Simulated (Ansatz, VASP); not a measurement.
One calculation of KTaO3, two programs

```
K Ta O
1.0
     4.53625    0.00000    0.00000
    -2.26812    3.92851    0.00000
     0.00000    0.00000    5.55173
K Ta O
1 1 3
Direct
  0.00000 0.00000 0.00000
  0.00000 0.00000 0.50000
  0.45886 0.00000 0.00000
  0.00000 0.45886 0.00000
  0.54114 0.54114 0.00000
```

Alike in both runs: task single point; functional PBE; k mesh 6 × 6 × 4; occupations gaussian, width 0.1 eV; no spin polarisation.

|  | VASP | Ansatz |
| --- | --- | --- |
| version | VASP 6.6.1 | Ansatz 0.2.0 |
| potentials or method | VASP PAW PBE potentials, release 64 (K_sv, Ta_pv, O), cutoff 520 eV | scalar-relativistic, plane waves, PAW |
| valence electrons in the cell | 38 | 40 |

```csv
,VASP,Ansatz,Ansatz less VASP
gap on the k mesh at the Fermi level (eV),none,none,-
pressure (GPa),4.7,4.0,-0.67
"traceless stress, the component that is largest in VASP (GPa)",-6.45,-6.00,+0.446
rms of the force components (eV/Å),1.242,1.184,-0.0577
```

Atom by atom the forces differ by 0.058 eV/Å (rms over components). A gap of «none» marks a metal or a gap that the smearing closes. VASP's potentials hold 38 valence electrons a cell and Ansatz's 40, so a difference there can come from the potentials and not from the codes.

Spin-orbit coupling is off throughout.
